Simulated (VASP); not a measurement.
# BiRu in VASP: a series of runs

The runs below take BiRu through single point, relaxation of cell and atoms, with PBE.

Everything below comes from runs of VASP 6.6.1. Logs are shortened: lines on timing, memory, paths and dates and some standing lists are left out, and cuts for length are marked.

### Step 1. The cell of the first run

It takes space group Pm-3m (No. 221, cubic). Conventional cell: a = 3.403 Å, b = 3.403 Å, c = 3.403 Å, α = 90.00°, β = 90.00°, γ = 90.00°. Bi (site symmetry m-3m) has 8 Ru at 2.95 Å and 6 Bi at 3.40 Å within 3.9 Å. Ru (site symmetry m-3m) has 8 Bi at 2.95 Å and 6 Ru at 3.40 Å within 3.9 Å.

### Step 2. Single point, PBE

File INCAR:

```
ALGO = Normal
EDIFF = 1E-7
ENCUT = 520
GGA = PE
ISIF = 2
ISMEAR = 0
LASPH = T
LCHARG = F
LREAL = F
LWAVE = F
NBANDS = 22
NELM = 80
PREC = Accurate
SIGMA = 0.1
```

File KPOINTS:

```
k-points
0
Gamma
  6 6 6
```

File POSCAR:

```
BiRu
1.0
    3.4027164825      0.0000000000      0.0000000000
    0.0000000000      3.4027164825      0.0000000000
    0.0000000000      0.0000000000      3.4027164825
Bi Ru
1 1
Direct
    0.5000000000      0.5000000000      0.5000000000
    0.0000000000      0.0000000000      0.0000000000
```

Potentials or basis: VASP PAW PBE potentials, release 64 (Bi_d, Ru_pv).

On the command line:

```sh
cat potpaw_PBE.64/Bi_d/POTCAR potpaw_PBE.64/Ru_pv/POTCAR > POTCAR
mpirun -np 1 vasp_std > vasp.out
```

OUTCAR:

```text
EDIFF = 1E-7
   ENCUT = 520
   GGA = PE
   ISIF = 2
   ISMEAR = 0
   LASPH = T
   LREAL = F
   NELM = 80
   PREC = Accurate

 ion  position               nearest neighbor table
   1  0.500  0.500  0.500-   2 2.95   2 2.95   2 2.95   2 2.95   2 2.95   2 2.95   2 2.95   2 2.95

   2  0.000  0.000  0.000-   1 2.95   1 2.95   1 2.95   1 2.95   1 2.95   1 2.95   1 2.95   1 2.95

  LATTYP: Found a simple cubic cell.
 ALAT       =     3.4027164825

  Lattice vectors:

 A1 = (   3.4027164825,   0.0000000000,   0.0000000000)
 A2 = (   0.0000000000,   3.4027164825,   0.0000000000)
 A3 = (   0.0000000000,   0.0000000000,   3.4027164825)

Analysis of symmetry for initial positions (statically):
=====================================================================
 Subroutine PRICEL returns:
 Original cell was already a primitive cell.

 Routine SETGRP: Setting up the symmetry group for a
 simple cubic supercell.

 Subroutine GETGRP returns: Found 48 space group operations
 (whereof 48 operations were pure point group operations)
 out of a pool of 48 trial point group operations.

The static configuration has the point symmetry O_h .

Analysis of symmetry for dynamics (positions and initial velocities):
=====================================================================
 Subroutine PRICEL returns:
 Original cell was already a primitive cell.

 Routine SETGRP: Setting up the symmetry group for a
 simple cubic supercell.

 Subroutine GETGRP returns: Found 48 space group operations
 (whereof 48 operations were pure point group operations)
 out of a pool of 48 trial point group operations.

The dynamic configuration has the point symmetry O_h .

 Subroutine INISYM returns: Found 48 space group operations
 (whereof 48 operations are pure point group operations),
 and found     1 'primitive' translations

----------------------------------------------------------------------------------------

                                     Primitive cell

  volume of cell :      39.3983

  direct lattice vectors                    reciprocal lattice vectors
     3.402716482  0.000000000  0.000000000     0.293882845  0.000000000  0.000000000
     0.000000000  3.402716482  0.000000000     0.000000000  0.293882845  0.000000000
     0.000000000  0.000000000  3.402716482     0.000000000  0.000000000  0.293882845

  length of vectors
     3.402716482  3.402716482  3.402716482     0.293882845  0.293882845  0.293882845

  position of ions in fractional coordinates (direct lattice)
     0.500000000  0.500000000  0.500000000
     0.000000000  0.000000000  0.000000000

  ion indices of the primitive-cell ions
   primitive index   ion index
                 1           1
                 2           2

----------------------------------------------------------------------------------------

 KPOINTS: k-points

Automatic generation of k-mesh.
 Grid dimensions read from file:
 generate k-points for:    6    6    6

 Generating k-lattice:

  Cartesian coordinates                     Fractional coordinates (reciprocal lattice)
     0.048980474  0.000000000  0.000000000     0.166666667  0.000000000  0.000000000
     0.000000000  0.048980474  0.000000000     0.000000000  0.166666667  0.000000000
     0.000000000  0.000000000  0.048980474     0.000000000  0.000000000  0.166666667

  Length of vectors
     0.048980474  0.048980474  0.048980474

  Shift w.r.t. Gamma in fractional coordinates (k-lattice)
     0.000000000  0.000000000  0.000000000

 Subroutine IBZKPT returns following result:
 ===========================================

 Found     20 irreducible k-points:

 Following reciprocal coordinates:
            Coordinates               Weight
  0.000000  0.000000  0.000000      1.000000
  0.166667  0.000000  0.000000      6.000000
  0.333333  0.000000  0.000000      6.000000
  0.500000  0.000000  0.000000      3.000000
  0.166667  0.166667  0.000000     12.000000
  0.333333  0.166667  0.000000     24.000000
[... 12 lines left out ...]
  0.500000  0.500000  0.333333      6.000000
  0.500000  0.500000  0.500000      1.000000
   k-points           NKPTS =     20   k-points in BZ     NKDIM =     20   number of bands    NBANDS=     22
   number of dos      NEDOS =    301   number of ions     NIONS =      2
   total plane-waves  NPLWV =  21952
   dimension x,y,z NGX =    28 NGY =   28 NGZ =   28
   dimension x,y,z NGXF=    56 NGYF=   56 NGZF=   56
   ions per type =               1   1
   NGX,Y,Z   is equivalent  to a cutoff of  13.68, 13.68, 13.68 a.u.
   NGXF,Y,Z  is equivalent  to a cutoff of  27.36, 27.36, 27.36 a.u.
 SYSTEM =  unknown system
   PREC   = accura    normal or accurate (medium, high low for compatibility)
   ISTART =      0    job   : 0-new  1-cont  2-samecut
   ICHARG =      2    charge: 1-file 2-atom 10-const
   ISPIN  =      1    spin polarized calculation?
   LNONCOLLINEAR =      F non collinear calculations
   LSORBIT =      F    spin-orbit coupling
   LASPH  =      T    aspherical Exc in radial PAW
   ENCUT  =  520.0 eV  38.22 Ry    6.18 a.u.   6.33  6.33  6.33*2*pi/ulx,y,z
   NELM   =     80;   NELMIN=  2; NELMDL= -5     # of ELM steps
   EDIFF  = 0.1E-06   stopping-criterion for ELM
   LREAL  =      F    real-space projection
   EDIFFG = 0.1E-05   stopping-criterion for IOM
   NSW    =      0    number of steps for IOM
   IBRION =     -1    ionic relax: 0-MD 1-quasi-New 2-CG
   NFREE  =      0    steps in history (QN), initial steepest desc. (CG)
   ISIF   =      2    stress and relaxation
   ISYM   =      2    0-nonsym 1-usesym 2-fastsym
   POTIM  = 0.5000    time-step for ionic-motion
   TEBEG  =    0.0;   TEEND  =   0.0 temperature during run
   PSTRESS=    0.0 pullay stress
   NELECT =      29.0000    total number of electrons
   NUPDOWN=      -1.0000    fix difference up-down
   EMIN   =  10.00;   EMAX   =-10.00  energy-range for DOS
   EFERMI =   0.00;   METHOD = LEGACY
   ISMEAR =     0;   SIGMA  =   0.10  broadening in eV -4-tet -1-fermi 0-gaus
   EFERMI_NEDOS =   21; number of points for ismear=-14 and -15
   IALGO  =     38    algorithm
   IMIX   =      4    mixing-type and parameters
     AMIX     =   0.40;   BMIX     =  1.00
     AMIX_MAG =   1.60;   BMIX_MAG =  1.00
  volume/ion in A,a.u.               =      19.70       132.94
  Fermi-wavevector in a.u.,A,eV,Ry     =   1.478138  2.793276 29.727271  2.184893
  Thomas-Fermi vector in A             =   2.592456
   LORBIT       =      0    0 simple, 1 ext, 2 COOP (PROOUT), +10 PAW based schemes
   GGA     = PE    functional components
   LHFCALC =     F    Hartree Fock is set to
   AEXX    =    0.0000 exact exchange contribution
   IVDW    =     0    specifies the selected vdW correction
   LEPSILON=     F    determine dielectric tensor
   LRPA    =     F    only Hartree local field effects (RPA)
 non-spin polarized calculation
 Gauss-broadening in eV      SIGMA  =   0.10
  energy-cutoff  :      520.00
  volume of cell :       39.40
 maximum number of plane-waves:      1080
 NGX is ok and might be reduce to    28
   NGX = 13   NGY = 13   NGZ = 13

 number of electron      28.9999999 magnetization

 Free energy of the ion-electron system (eV)
  ---------------------------------------------------
  ext. energy  EPLUGINS =         0.00000000
  ---------------------------------------------------
  free energy    TOTEN  =       -12.07232320 eV

  energy without entropy =      -12.05711518  energy(sigma->0) =      -12.06471919

 E-fermi :  11.0364     XC(G=0): -12.2735

 val. band max:       11.0287635074   @ k =   0.5000   0.5000   0.0000
 cond. band min:      11.0430431887   @ k =   0.5000   0.5000   0.1667
 fundamental gap:      0.0142796813
 Fermi energy:        11.0363748359

 k-point     1 :       0.0000    0.0000    0.0000
  band No.  band energies     occupation
      1     -31.2097      2.00000
      2     -31.2097      2.00000
      3     -31.2097      2.00000
      4     -12.0047      2.00000
      5     -12.0047      2.00000
      6     -11.7945      2.00000
[... 14 lines left out ...]
     21      23.1101      0.00000
     22      24.1739      0.00000

 k-point     2 :       0.1667    0.0000    0.0000
  band No.  band energies     occupation
      1     -31.2223      2.00000
      2     -31.2089      2.00000
      3     -31.2089      2.00000
      4     -12.0012      2.00000
      5     -11.9563      2.00000
      6     -11.8071      2.00000
[... 14 lines left out ...]
     21      23.1099      0.00000
     22      24.0811      0.00000

 k-point     3 :       0.3333    0.0000    0.0000
  band No.  band energies     occupation
      1     -31.2475      2.00000
      2     -31.2071      2.00000
      3     -31.2071      2.00000
      4     -11.9943      2.00000
      5     -11.8592      2.00000
      6     -11.8321      2.00000
[... 14 lines left out ...]
     21      22.0158      0.00000
     22      22.0158      0.00000

 k-point     4 :       0.5000    0.0000    0.0000
  band No.  band energies     occupation
      1     -31.2600      2.00000
      2     -31.2063      2.00000
      3     -31.2063      2.00000
      4     -11.9908      2.00000
      5     -11.8445      2.00000
      6     -11.8445      2.00000
[... 14 lines left out ...]
     21      20.1269      0.00000
     22      20.1269      0.00000

 k-point     5 :       0.1667    0.1667    0.0000
  band No.  band energies     occupation
      1     -31.2219      2.00000
      2     -31.2207      2.00000
      3     -31.2079      2.00000
      4     -11.9762      2.00000
      5     -11.9297      2.00000
      6     -11.8223      2.00000
[... 317 lines left out ...]
 k-point    18 :       0.5000    0.3333    0.3333
  band No.  band energies     occupation
      1     -31.2518      2.00000
      2     -31.2388      2.00000
      3     -31.2385      2.00000
      4     -11.9046      2.00000
      5     -11.8917      2.00000
      6     -11.8794      2.00000
[... 14 lines left out ...]
     21      20.0822      0.00000
     22      23.1105      0.00000

 k-point    19 :       0.5000    0.5000    0.3333
  band No.  band energies     occupation
      1     -31.2506      2.00000
      2     -31.2506      2.00000
      3     -31.2377      2.00000
      4     -11.9135      2.00000
      5     -11.8934      2.00000
      6     -11.8934      2.00000
[... 14 lines left out ...]
     21      18.1132      0.00000
     22      23.1104      0.00000

 k-point    20 :       0.5000    0.5000    0.5000
  band No.  band energies     occupation
      1     -31.2497      2.00000
      2     -31.2497      2.00000
      3     -31.2497      2.00000
      4     -11.9065      2.00000
      5     -11.9065      2.00000
      6     -11.9065      2.00000
[... 14 lines left out ...]
     21      16.2445      0.00000
     22      23.1104      0.00000

------------------------ aborting loop because EDIFF is reached ----------------------------------------

  FORCE on cell =-STRESS in cart. coord.  units (eV):
  Direction    XX          YY          ZZ          XY          YZ          ZX
  --------------------------------------------------------------------------------------
  -------------------------------------------------------------------------------------
  Total       -0.0007064     -0.0007064     -0.0007064     -0.0000000      0.0000000      0.0000000
  in kB       -0.0287277     -0.0287277     -0.0287277     -0.0000000      0.0000000      0.0000000
  external PRESSURE =      -0.0287277 kB  Pullay stress =       0.0000000 kB

 VOLUME and BASIS-vectors are now :
 -----------------------------------------------------------------------------
  energy-cutoff  :      520.00
  volume of cell :       39.40
      direct lattice vectors                 reciprocal lattice vectors
     3.402716482  0.000000000  0.000000000     0.293882845  0.000000000  0.000000000
     0.000000000  3.402716482  0.000000000     0.000000000  0.293882845  0.000000000
     0.000000000  0.000000000  3.402716482     0.000000000  0.000000000  0.293882845

 POSITION                                       TOTAL-FORCE (eV/Angst)
 -----------------------------------------------------------------------------------
      1.70136      1.70136      1.70136         0.000000      0.000000      0.000000
      0.00000      0.00000      0.00000         0.000000      0.000000      0.000000
 -----------------------------------------------------------------------------------
    total drift:                                0.000000      0.000000      0.000000

  FREE ENERGIE OF THE ION-ELECTRON SYSTEM (eV)
  ---------------------------------------------------
  free  energy   TOTEN  =       -12.0723232046 eV

  energy  without entropy=      -12.0571151834  energy(sigma->0) =      -12.06471919
```

It took 10 s on 1 thread of Intel Xeon 6975P-C (Granite Rapids), shared host; peak memory 0.16 GiB.

What came out:

| Item | Value |
| --- | --- |
| Free energy | -12.0723 eV |
| Pressure | 0.0 GPa |
| Band gap on the k mesh | zero (an odd number of electrons rules out a gap without spin polarisation) |

Caveat: spin-orbit coupling is left out, which moves the levels of the heavy elements.

### Step 3. Single point, PBE

This run uses another cell than the first one, of 19.62 Å³/atom.

File INCAR:

```
SYSTEM = BiRu
  PREC = Accurate
  ENCUT = 520
  EDIFF = 1E-6
  ISMEAR = 0
  SIGMA = 0.1
  LREAL = .FALSE.
  LASPH = .TRUE.
  NELM = 100
  ALGO = Normal
  ISIF = 2
  LWAVE = .FALSE.
  LCHARG = .FALSE.
  GGA = PE
  NBANDS = 22
```

File KPOINTS:

```
regular mesh
0
G
  6 6 4
  0 0 0
```

File POSCAR:

```
BiRu
1.0
    3.4115773990      0.0000000000      0.0000000000
    0.0000000000      3.4115773990      0.0000000000
    0.0000000000      0.0000000000      3.3712492126
Bi Ru
1 1
Direct
    0.5000000000      0.5000000000      0.5000000000
    0.0000000000      0.0000000000      0.0000000000
```

Potentials or basis: VASP PAW PBE potentials, release 64 (Bi_d, Ru_pv).

On the command line:

```sh
cat potpaw_PBE.64/Bi_d/POTCAR potpaw_PBE.64/Ru_pv/POTCAR > POTCAR
mpirun -np 1 vasp_std > vasp.out
```

Run time: 15 s. Hardware: 1 thread of Intel Xeon 6975P-C (Granite Rapids), shared host; peak memory 0.16 GiB.

It converged, with:

* Free energy: -12.0364 eV
* Pressure: 0.0 GPa
* Band gap on the k mesh: zero (an odd number of electrons rules out a gap without spin polarisation)

Stress tensor (GPa, compression positive):
```
 0.12  0.00  0.00
 0.00  0.12  0.00
 0.00  0.00 -0.34
```

Levels at points of the mesh, in eV from the Fermi level:
```tsv
k point	band 10	band 11	band 12	band 13	band 14	band 15	band 16	band 17	band 18	band 19
(0.00, 0.00, 0.00)	-2.93	-2.88	-0.79	-0.78	-0.78	1.04	1.04	1.33	3.96	9.20
(0.50, 0.00, 0.00)	-6.96	-2.74	-2.58	-2.47	-0.84	0.11	5.89	6.03	6.55	7.55
(0.50, 0.50, 0.00)	-4.32	-4.32	-2.81	-1.41	-1.41	-0.03	0.00	2.44	4.55	9.12
(0.00, 0.00, 0.50)	-6.95	-2.68	-2.59	-2.59	-0.85	0.20	5.93	5.93	6.45	7.48
(0.50, 0.00, 0.50)	-4.32	-4.25	-2.71	-1.48	-1.43	-0.07	-0.02	2.57	4.34	8.93
(0.50, 0.50, 0.50)	-5.30	-5.29	-5.29	0.04	0.04	2.74	2.77	2.77	3.39	3.49
```

Caveat: the k points lie up to 0.47 Å⁻¹ apart, too coarse for converged energies and pressures of a metal; spin-orbit coupling is left out, which moves the levels of the heavy elements.

### Step 4. Relaxation of cell and atoms, PBE

This run uses another cell than the first one, of 19.62 Å³/atom.

File INCAR:

```
ALGO = Normal
EDIFF = 1E-6
EDIFFG = -0.04
ENCUT = 600
GGA = PE
IBRION = 2
ISIF = 3
ISMEAR = 0
LASPH = True
LCHARG = False
LREAL = False
LWAVE = False
NELM = 60
NSW = 90
PREC = Accurate
SIGMA = 0.1
```

File KPOINTS:

```
k-points
0
Gamma
  6 6 6
```

File POSCAR:

```
BiRu
1.0
    3.3981346702      0.0000000000      0.0000000000
    0.0000000000      3.3981346702      0.0000000000
    0.0000000000      0.0000000000      3.3981346702
Bi Ru
1 1
Direct
    0.5000000000      0.5000000000      0.5000000000
    0.0000000000      0.0000000000      0.0000000000
```

On the command line:

```sh
cat potpaw_PBE.64/Bi_d/POTCAR potpaw_PBE.64/Ru_pv/POTCAR > POTCAR
mpirun -np 1 vasp_std > vasp.out
```

Wall time 19 s (1 thread of Intel Xeon 6975P-C (Granite Rapids), shared host); peak memory 0.16 GiB.

Results (log left out):

- Free energy: -12.0722 eV
- Relaxed volume: 19.70 Å³/atom
- Relaxed cell: a = 3.403 Å, b = 3.403 Å, c = 3.403 Å, α = 90.00°, β = 90.00°, γ = 90.00°
- Space group after relaxing (to 0.1 Å): Pm-3m (No. 221)
- Energy gained by relaxing: 0.1 meV/atom
- Ionic steps: 3
- Pressure after relaxing: 0.0 GPa
- Band gap on the k mesh: zero (an odd number of electrons rules out a gap without spin polarisation)

The path:
| step | energy change (eV) | largest force (eV/Å) | pressure (GPa) | volume (Å³) |
| --- | --- | --- | --- | --- |
| 1 | 0.0000 | 0.0000 | 0.53 | 39.24 |
| 2 | 0.0002 | 0.0000 | -0.69 | 39.61 |
| 3 | -0.0003 | 0.0000 | 0.00 | 39.40 |

Final structure:
```xyz
2
Lattice="3.4029 0.0000 0.0000 0.0000 3.4029 0.0000 0.0000 0.0000 3.4029" Properties=species:S:1:pos:R:3 pbc="T T T"
Bi    1.7014    1.7014    1.7014
Ru    0.0000    0.0000    0.0000
```

Levels at points of the mesh, in eV from the Fermi level:
```tsv
k point	band 11	band 12	band 13	band 14	band 15	band 16	band 17	band 18
(0.00, 0.00, 0.00)	-2.87	-0.76	-0.76	-0.76	1.15	1.15	1.15	3.93
(0.50, 0.00, 0.00)	-2.69	-2.52	-2.52	-0.82	0.15	5.94	5.94	6.52
(0.50, 0.50, 0.00)	-4.26	-2.72	-1.42	-1.42	-0.04	-0.01	2.53	4.41
(0.50, 0.50, 0.50)	-5.25	-5.25	0.05	0.05	2.77	2.77	2.77	3.46
```

Caveat: spin-orbit coupling is left out, which moves the levels of the heavy elements.

### Step 5. The runs side by side

| task | cell | k mesh | cutoff (eV) | gap on the mesh (eV) | pressure (GPa) |
| --- | --- | --- | --- | --- | --- |
| single point | a = 3.403 Å, 2 atoms | 6 × 6 × 6 | 520 | none | 0.0 |
| single point | a = 3.412, b = 3.412, c = 3.371 Å, 2 atoms | 6 × 6 × 4 | 520 | none | 0.0 |
| relaxation of cell and atoms | relaxed from a = 3.398 Å, 2 atoms | 6 × 6 × 6 | 600 | none | 0.0 |

Alike in all rows: level PBE; potentials or basis VASP PAW PBE potentials, release 64 (Bi_d, Ru_pv); no spin polarisation; smearing gaussian 0.1 eV.

Caveats: some runs use coarse meshes; spin-orbit coupling is left out, which moves the levels of the heavy elements.

Absolute energies hang on the potentials; compare differences alone.
